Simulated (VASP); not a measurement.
# ZrO2 (Fm-3m) in VASP: further runs

The runs below take ZrO2 through single point, with r2SCAN.

Everything below comes from runs of VASP 6.6.1. Logs are shortened: lines on timing, memory, paths and dates and some standing lists are left out, and cuts for length are marked.

## (1) The cell of the first run

It takes space group Fm-3m (No. 225, cubic). Conventional cell: a = 5.153 Å, b = 5.153 Å, c = 5.153 Å, α = 90.00°, β = 90.00°, γ = 90.00°. Within 3.0 Å of Zr (site symmetry m-3m) lie 8 O at 2.23 Å. O (site symmetry -43m) has 4 Zr at 2.23 Å and 6 O at 2.58 Å within 3.0 Å.

## (2) Single point, r2SCAN

The input, POSCAR:

```
ZrO2
1.0
    0.0000000000      2.5765647645      2.5765647645
    2.5765647645      0.0000000000      2.5765647645
    2.5765647645      2.5765647645      0.0000000000
Zr O
1 2
Direct
    0.0000000000      0.0000000000      0.0000000000
    0.2500000000      0.2500000000      0.2500000000
    0.7500000000      0.7500000000      0.7500000000
```

The input, INCAR.step1:

```
PREC = Accurate
ENCUT = 660
ISMEAR = 0
SIGMA = 0.01
LREAL = F
LASPH = T
NELM = 120
NBANDS = 19
GGA = PE
ALGO = Normal
EDIFF = 1E-5
LWAVE = T
LCHARG = F
GGA_COMPAT = F
```

The input, INCAR.step2:

```
PREC = Accurate
ENCUT = 660
EDIFF = 1E-6
ISMEAR = 0
SIGMA = 0.01
LREAL = F
LASPH = T
NELM = 120
ALGO = Normal
ISIF = 2
LWAVE = F
LCHARG = F
METAGGA = R2SCAN
LMIXTAU = T
NBANDS = 19
ISTART = 1
GGA_COMPAT = F
```

The input, KPOINTS:

```
Automatic mesh
0
Gamma
  6 6 6
```

Potentials or basis: VASP PAW PBE potentials, release 64 (Zr_sv, O).

Run with:

```console
cat potpaw_PBE.64/Zr_sv/POTCAR potpaw_PBE.64/O/POTCAR > POTCAR
cp INCAR.step1 INCAR
mpirun -np 1 vasp_std > vasp.out
cp INCAR.step2 INCAR
mpirun -np 1 vasp_std > vasp.out
```

OUTCAR:

```text
PREC = Accurate
   ENCUT = 660
   EDIFF = 1E-6
   ISMEAR = 0
   LREAL = F
   LASPH = T
   NELM = 120
   ISIF = 2
   METAGGA = R2SCAN
   ISTART = 1

 ion  position               nearest neighbor table
   1  0.000  0.000  0.000-   3 2.23   3 2.23   3 2.23   2 2.23   2 2.23   2 2.23   3 2.23   2 2.23

   2  0.250  0.250  0.250-   1 2.23   1 2.23   1 2.23   1 2.23
   3  0.750  0.750  0.750-   1 2.23   1 2.23   1 2.23   1 2.23

  LATTYP: Found a face centered cubic cell.
 ALAT       =     5.1531295290

  Lattice vectors:

 A1 = (   0.0000000000,   2.5765647645,   2.5765647645)
 A2 = (   2.5765647645,   0.0000000000,   2.5765647645)
 A3 = (   2.5765647645,   2.5765647645,   0.0000000000)

Analysis of symmetry for initial positions (statically):
=====================================================================
 Subroutine PRICEL returns:
 Original cell was already a primitive cell.

 Routine SETGRP: Setting up the symmetry group for a
 face centered cubic supercell.

 Subroutine GETGRP returns: Found 48 space group operations
 (whereof 48 operations were pure point group operations)
 out of a pool of 48 trial point group operations.

The static configuration has the point symmetry O_h .

Analysis of symmetry for dynamics (positions and initial velocities):
=====================================================================
 Subroutine PRICEL returns:
 Original cell was already a primitive cell.

 Routine SETGRP: Setting up the symmetry group for a
 face centered cubic supercell.

 Subroutine GETGRP returns: Found 48 space group operations
 (whereof 48 operations were pure point group operations)
 out of a pool of 48 trial point group operations.

The dynamic configuration has the point symmetry O_h .

 Subroutine INISYM returns: Found 48 space group operations
 (whereof 48 operations are pure point group operations),
 and found     1 'primitive' translations

----------------------------------------------------------------------------------------

                                     Primitive cell

  volume of cell :      34.2100

  direct lattice vectors                    reciprocal lattice vectors
     0.000000000  2.576564765  2.576564765    -0.194056834  0.194056834  0.194056834
     2.576564765  0.000000000  2.576564765     0.194056834 -0.194056834  0.194056834
[... 68 lines left out ...]
 SYSTEM =  unknown system
   PREC   = accura    normal or accurate (medium, high low for compatibility)
   ISTART =      1    job   : 0-new  1-cont  2-samecut
   ICHARG =      0    charge: 1-file 2-atom 10-const
   ISPIN  =      1    spin polarized calculation?
   LNONCOLLINEAR =      F non collinear calculations
   LSORBIT =      F    spin-orbit coupling
   LASPH  =      T    aspherical Exc in radial PAW
   ENCUT  =  660.0 eV  48.51 Ry    6.96 a.u.   7.63  7.63  7.63*2*pi/ulx,y,z
   NELM   =    120;   NELMIN=  2; NELMDL=  0     # of ELM steps
   EDIFF  = 0.1E-05   stopping-criterion for ELM
   LREAL  =      F    real-space projection
[... 7 lines left out ...]
   TEBEG  =    0.0;   TEEND  =   0.0 temperature during run
   PSTRESS=    0.0 pullay stress
   NELECT =      24.0000    total number of electrons
   NUPDOWN=      -1.0000    fix difference up-down
   EMIN   =  10.00;   EMAX   =-10.00  energy-range for DOS
   EFERMI =   0.00;   METHOD = LEGACY
   ISMEAR =     0;   SIGMA  =   0.01  broadening in eV -4-tet -1-fermi 0-gaus
   EFERMI_NEDOS =   21; number of points for ismear=-14 and -15
   IALGO  =     38    algorithm
   IMIX   =      4    mixing-type and parameters
     AMIX     =   0.40;   BMIX     =  1.00
     AMIX_MAG =   1.60;   BMIX_MAG =  1.00
  volume/ion in A,a.u.               =      11.40        76.95
  Fermi-wavevector in a.u.,A,eV,Ry     =   1.454658  2.748905 28.790328  2.116029
  Thomas-Fermi vector in A             =   2.571783
   LORBIT       =      0    0 simple, 1 ext, 2 COOP (PROOUT), +10 PAW based schemes
   METAGGA = R2SCAN    functional components
   LHFCALC =     F    Hartree Fock is set to
   AEXX    =    0.0000 exact exchange contribution
   IVDW    =     0    specifies the selected vdW correction
   LEPSILON=     F    determine dielectric tensor
   LRPA    =     F    only Hartree local field effects (RPA)
 non-spin polarized calculation
 Gauss-broadening in eV      SIGMA  =   0.01
  energy-cutoff  :      660.00
  volume of cell :       34.21
 maximum number of plane-waves:      1363
 NGX is ok and might be reduce to    32
   NGX = 15   NGY = 15   NGZ = 15

 number of electron      23.9999998 magnetization

 Free energy of the ion-electron system (eV)
  ---------------------------------------------------
  ext. energy  EPLUGINS =         0.00000000
  ---------------------------------------------------
  free energy    TOTEN  =       -45.83395343 eV

  energy without entropy =      -45.83395343  energy(sigma->0) =      -45.83395343

 E-fermi :   6.6758     XC(G=0): -12.3182

 val. band max:        6.5024065082   @ k =   0.5000   0.5000   0.0000
 cond. band min:      10.2604403142   @ k =   0.0000   0.0000   0.0000
 fundamental gap:      3.7580338059
 Fermi energy:         6.6758187740

 k-point     1 :       0.0000    0.0000    0.0000
  band No.  band energies     occupation
      1     -43.2737      2.00000
      2     -20.3624      2.00000
      3     -20.3624      2.00000
      4     -20.3624      2.00000
      5     -12.5135      2.00000
      6     -10.1164      2.00000
[... 329 lines left out ...]
      6     -10.7277      2.00000
[... 11 lines left out ...]
     18      19.3201      0.00000
     19      21.8166      0.00000

------------------------ aborting loop because EDIFF is reached ----------------------------------------

  FORCE on cell =-STRESS in cart. coord.  units (eV):
  Direction    XX          YY          ZZ          XY          YZ          ZX
  --------------------------------------------------------------------------------------
  -------------------------------------------------------------------------------------
  Total       -1.9054074     -1.9054074     -1.9054074     -0.0000000      0.0000000     -0.0000000
  in kB      -89.2370602    -89.2370602    -89.2370602     -0.0000000      0.0000000     -0.0000000
  external PRESSURE =     -89.2370602 kB  Pullay stress =       0.0000000 kB

 VOLUME and BASIS-vectors are now :
 -----------------------------------------------------------------------------
  energy-cutoff  :      660.00
  volume of cell :       34.21
      direct lattice vectors                 reciprocal lattice vectors
     0.000000000  2.576564765  2.576564765    -0.194056834  0.194056834  0.194056834
     2.576564765  0.000000000  2.576564765     0.194056834 -0.194056834  0.194056834
     2.576564765  2.576564765  0.000000000     0.194056834  0.194056834 -0.194056834

 POSITION                                       TOTAL-FORCE (eV/Angst)
 -----------------------------------------------------------------------------------
      0.00000      0.00000      0.00000        -0.000000      0.000000     -0.000000
      1.28828      1.28828      1.28828        -0.000000     -0.000000     -0.000000
      3.86485      3.86485      3.86485         0.000000      0.000000      0.000000
 -----------------------------------------------------------------------------------
    total drift:                                0.000000     -0.000000      0.000000

  FREE ENERGIE OF THE ION-ELECTRON SYSTEM (eV)
  ---------------------------------------------------
  free  energy   TOTEN  =       -45.8339534263 eV

  energy  without entropy=      -45.8339534263  energy(sigma->0) =      -45.83395343
```

OUTCAR.step1:

```text
PREC = Accurate
   ENCUT = 660
   ISMEAR = 0
   LREAL = F
[... 568 lines left out ...]
      0.00000      0.00000      0.00000         0.000000     -0.000000      0.000000
      1.28828      1.28828      1.28828         0.000000      0.000000      0.000000
      3.86485      3.86485      3.86485        -0.000000     -0.000000     -0.000000
 -----------------------------------------------------------------------------------
    total drift:                                0.000000     -0.000000      0.000000

  FREE ENERGIE OF THE ION-ELECTRON SYSTEM (eV)
  ---------------------------------------------------
  free  energy   TOTEN  =       -28.5689047165 eV

  energy  without entropy=      -28.5689047165  energy(sigma->0) =      -28.56890472
```

OSZICAR.step1:

```text
N       E                     dE             d eps       ncg     rms          rms(c)
DAV:   1     0.212477633635E+03    0.21248E+03   -0.16133E+04   608   0.155E+03
DAV:   2    -0.227135643232E+02   -0.23519E+03   -0.22966E+03   712   0.375E+02
DAV:   3    -0.344999578409E+02   -0.11786E+02   -0.11689E+02   848   0.797E+01
DAV:   4    -0.349989510484E+02   -0.49899E+00   -0.49750E+00   841   0.113E+01
DAV:   5    -0.350041913718E+02   -0.52403E-02   -0.52400E-02   733   0.136E+00    0.226E+01
DAV:   6    -0.286962726497E+02    0.63079E+01   -0.23992E+01   643   0.393E+01    0.777E+00
DAV:   7    -0.286070680386E+02    0.89205E-01   -0.10682E+00   748   0.800E+00    0.620E+00
DAV:   8    -0.285852646864E+02    0.21803E-01   -0.37843E-01   650   0.573E+00    0.255E+00
DAV:   9    -0.285675142494E+02    0.17750E-01   -0.50728E-02   667   0.207E+00    0.359E-01
DAV:  10    -0.285690705577E+02   -0.15563E-02   -0.61809E-03   704   0.725E-01    0.313E-01
DAV:  11    -0.285688717834E+02    0.19877E-03   -0.76372E-04   676   0.274E-01    0.448E-02
DAV:  12    -0.285689111817E+02   -0.39398E-04   -0.99989E-05   679   0.767E-02    0.409E-02
DAV:  13    -0.285689047165E+02    0.64653E-05   -0.20676E-05   618   0.355E-02
   1 F= -.28568905E+02 E0= -.28568905E+02  d E =-.433192E-47
```

It took 54 s on 1 thread of Intel Xeon Platinum 8259CL at 2.50GHz (Skylake/Cascade Lake), shared host; peak memory 0.19 GiB.

Results:

```
Free energy            : -45.8340 eV
Pressure               : -8.9 GPa
Band gap on the k mesh : 3.76 eV (least direct gap 4.13 eV)
```

Caveat: the cell stands under tension; the PAW data sets were made with another functional, which shifts forces and pressure a little. r2SCAN opens gaps a little over a GGA but as a rule still falls short of measured ones.

## (3) Single point, r2SCAN

This run uses another cell than the first one, of 11.67 Å³/atom.

The input, POSCAR:

```
ZrO2
1.0
    0.0000000000      2.5968535114      2.5968535114
    2.5968535114      0.0000000000      2.5968535114
    2.5968535114      2.5968535114      0.0000000000
Zr O
1 2
Direct
    0.0000000000      0.0000000000      0.0000000000
    0.2500000000      0.2500000000      0.2500000000
    0.7500000000      0.7500000000      0.7500000000
```

The input, INCAR.step1:

```
PREC = Accurate
ENCUT = 660
ISMEAR = 0
SIGMA = 0.01
LREAL = False
LASPH = True
NELM = 120
NBANDS = 19
GGA = PE
ALGO = Normal
EDIFF = 1E-5
LWAVE = True
LCHARG = False
GGA_COMPAT = False
```

The input, INCAR.step2:

```
PREC = Accurate
ENCUT = 660
EDIFF = 1E-6
ISMEAR = 0
SIGMA = 0.01
LREAL = False
LASPH = True
NELM = 120
ALGO = Normal
ISIF = 2
LWAVE = False
LCHARG = False
METAGGA = R2SCAN
LMIXTAU = True
NBANDS = 19
ISTART = 1
GGA_COMPAT = False
```

KPOINTS is that of step 2.

Potentials or basis: VASP PAW PBE potentials, release 64 (Zr_sv, O).

Run with:

```console
cat potpaw_PBE.64/Zr_sv/POTCAR potpaw_PBE.64/O/POTCAR > POTCAR
cp INCAR.step1 INCAR
mpirun -np 1 vasp_std > vasp.out
cp INCAR.step2 INCAR
mpirun -np 1 vasp_std > vasp.out
```

Run time: 46 s. Hardware: 1 thread of Intel Xeon Platinum 8259CL at 2.50GHz (Skylake/Cascade Lake), shared host; peak memory 0.19 GiB.

The run converged. Its results:

```
Free energy            : -45.7786 eV
Pressure               : -13.8 GPa
Band gap on the k mesh : 3.68 eV (least direct gap 4.04 eV)
```

Levels at points of the mesh, in eV from the valence-band top:
```
           k point  band 10  band 11  band 12  band 13  band 14  band 15
(0.00, 0.00, 0.00)    -0.53    -0.53    -0.53     3.68     3.68     6.72
(0.50, 0.00, 0.00)    -2.43    -1.63    -1.63     4.23     4.23     6.06
(0.50, 0.50, 0.00)    -1.43    -1.43     0.00     4.04     4.91     5.83
```

Caveat: the cell stands under tension; the PAW data sets were made with another functional, which shifts forces and pressure a little.

## (4) Single point, r2SCAN

This run uses another cell than the first one, of 11.95 Å³/atom.

The input, POSCAR:

```
ZrO2
1.0
    0.0000000000      2.6168300927      2.6168300927
    2.6168300927      0.0000000000      2.6168300927
    2.6168300927      2.6168300927      0.0000000000
Zr O
1 2
Direct
    0.0000000000      0.0000000000      0.0000000000
    0.2500000000      0.2500000000      0.2500000000
    0.7500000000      0.7500000000      0.7500000000
```

The input, INCAR.step1:

```
ALGO = Normal ; EDIFF = 1E-5
ENCUT = 660 ; GGA = PE
GGA_COMPAT = F ; ISMEAR = 0
LASPH = T ; LCHARG = F
LREAL = F ; LWAVE = T
NBANDS = 19 ; NELM = 120
PREC = Accurate ; SIGMA = 0.01
```

The input, INCAR.step2:

```
ALGO = Normal ; EDIFF = 1E-6
ENCUT = 660 ; GGA_COMPAT = F
ISIF = 2 ; ISMEAR = 0
ISTART = 1 ; LASPH = T
LCHARG = F ; LMIXTAU = T
LREAL = F ; LWAVE = F
METAGGA = R2SCAN ; NBANDS = 19
NELM = 120 ; PREC = Accurate
SIGMA = 0.01
```

The input, KPOINTS:

```
k-points
0
Gamma
  6 6 6
```

Potentials or basis: VASP PAW PBE potentials, release 64 (Zr_sv, O).

Run with:

```console
cat potpaw_PBE.64/Zr_sv/POTCAR potpaw_PBE.64/O/POTCAR > POTCAR
cp INCAR.step1 INCAR
mpirun -np 1 vasp_std > vasp.out
cp INCAR.step2 INCAR
mpirun -np 1 vasp_std > vasp.out
```

OUTCAR:

```text
EDIFF = 1E-6
   ENCUT = 660
   ISIF = 2
   ISMEAR = 0
   ISTART = 1
   LASPH = T
   LREAL = F
   METAGGA = R2SCAN
   NELM = 120
   PREC = Accurate

 ion  position               nearest neighbor table
   1  0.000  0.000  0.000-   3 2.27   3 2.27   3 2.27   2 2.27   3 2.27   2 2.27   2 2.27   2 2.27

   2  0.250  0.250  0.250-   1 2.27   1 2.27   1 2.27   1 2.27
   3  0.750  0.750  0.750-   1 2.27   1 2.27   1 2.27   1 2.27

  LATTYP: Found a face centered cubic cell.
[... 535 lines left out ...]

  FORCE on cell =-STRESS in cart. coord.  units (eV):
  Direction    XX          YY          ZZ          XY          YZ          ZX
  --------------------------------------------------------------------------------------
  -------------------------------------------------------------------------------------
  Total       -4.0585859     -4.0585859     -4.0585859      0.0000000      0.0000000      0.0000000
  in kB     -181.4382088   -181.4382088   -181.4382088      0.0000000      0.0000000      0.0000000
  external PRESSURE =    -181.4382088 kB  Pullay stress =       0.0000000 kB

 VOLUME and BASIS-vectors are now :
 -----------------------------------------------------------------------------
  energy-cutoff  :      660.00
  volume of cell :       35.84
      direct lattice vectors                 reciprocal lattice vectors
     0.000000000  2.616830093  2.616830093    -0.191070869  0.191070869  0.191070869
     2.616830093  0.000000000  2.616830093     0.191070869 -0.191070869  0.191070869
     2.616830093  2.616830093  0.000000000     0.191070869  0.191070869 -0.191070869

 POSITION                                       TOTAL-FORCE (eV/Angst)
 -----------------------------------------------------------------------------------
      0.00000      0.00000      0.00000         0.000000      0.000000      0.000000
      1.30842      1.30842      1.30842         0.000000      0.000000      0.000000
      3.92525      3.92525      3.92525        -0.000000     -0.000000     -0.000000
 -----------------------------------------------------------------------------------
    total drift:                                0.000000     -0.000000      0.000000

  FREE ENERGIE OF THE ION-ELECTRON SYSTEM (eV)
  ---------------------------------------------------
  free  energy   TOTEN  =       -45.6993028886 eV

  energy  without entropy=      -45.6993028886  energy(sigma->0) =      -45.69930289
```

OSZICAR.step1:

```text
N       E                     dE             d eps       ncg     rms          rms(c)
DAV:   1     0.206883607322E+03    0.20688E+03   -0.16350E+04   608   0.154E+03
DAV:   2    -0.241543908621E+02   -0.23104E+03   -0.22589E+03   741   0.369E+02
DAV:   3    -0.347612619122E+02   -0.10607E+02   -0.10534E+02   840   0.755E+01
DAV:   4    -0.350434248885E+02   -0.28216E+00   -0.28096E+00   833   0.950E+00
DAV:   5    -0.350484233419E+02   -0.49985E-02   -0.49982E-02   749   0.122E+00    0.208E+01
DAV:   6    -0.286559084219E+02    0.63925E+01   -0.25071E+01   646   0.388E+01    0.719E+00
DAV:   7    -0.285231217563E+02    0.13279E+00   -0.11403E+00   740   0.827E+00    0.558E+00
DAV:   8    -0.284925267747E+02    0.30595E-01   -0.42465E-01   644   0.595E+00    0.239E+00
DAV:   9    -0.284740343985E+02    0.18492E-01   -0.49936E-02   662   0.212E+00    0.362E-01
DAV:  10    -0.284758046969E+02   -0.17703E-02   -0.71500E-03   763   0.734E-01    0.270E-01
DAV:  11    -0.284756007734E+02    0.20392E-03   -0.54997E-04   715   0.221E-01    0.667E-02
DAV:  12    -0.284756357219E+02   -0.34949E-04   -0.15555E-04   715   0.106E-01    0.125E-02
DAV:  13    -0.284756370214E+02   -0.12995E-05   -0.73601E-06   566   0.260E-02
   1 F= -.28475637E+02 E0= -.28475637E+02  d E =-.749802E-34
```

It took 46 s on 1 thread of Intel Xeon Platinum 8259CL at 2.50GHz (Skylake/Cascade Lake), shared host; peak memory 0.19 GiB.

Results:

* Free energy: -45.6993 eV
* Pressure: -18.1 GPa
* Band gap on the k mesh: 3.61 eV (least direct gap 3.96 eV)

Levels at points of the mesh, in eV from the valence-band top:
```csv
k point,band 10,band 11,band 12,band 13,band 14,band 15
"(0.00, 0.00, 0.00)",-0.52,-0.52,-0.52,3.61,3.61,6.55
"(0.50, 0.00, 0.00)",-2.41,-1.60,-1.60,4.13,4.13,5.86
"(0.50, 0.50, 0.00)",-1.40,-1.40,0.00,3.96,4.78,5.63
```

Caveat: the cell stands under tension; the PAW data sets were made with another functional, which shifts forces and pressure a little.

## (5) Summary

| cell | gap on the mesh (eV) | pressure (GPa) |
| --- | --- | --- |
| a = 3.644 Å, angles 60.0°, 3 atoms | 3.76 | -8.9 |
| a = 3.673 Å, angles 60.0°, 3 atoms | 3.68 | -13.8 |
| a = 3.701 Å, angles 60.0°, 3 atoms | 3.61 | -18.1 |

Alike in all rows: task single point; level r2SCAN; potentials or basis VASP PAW PBE potentials, release 64 (Zr_sv, O); no spin polarisation; k mesh 6 × 6 × 6; cutoff (eV) 660; smearing gaussian 0.01 eV.

Caveats: the cell stands under tension; the PAW data sets were made with another functional, which shifts forces and pressure a little.

Total energies depend on the potentials used, so only differences within one code and one set of settings carry meaning.
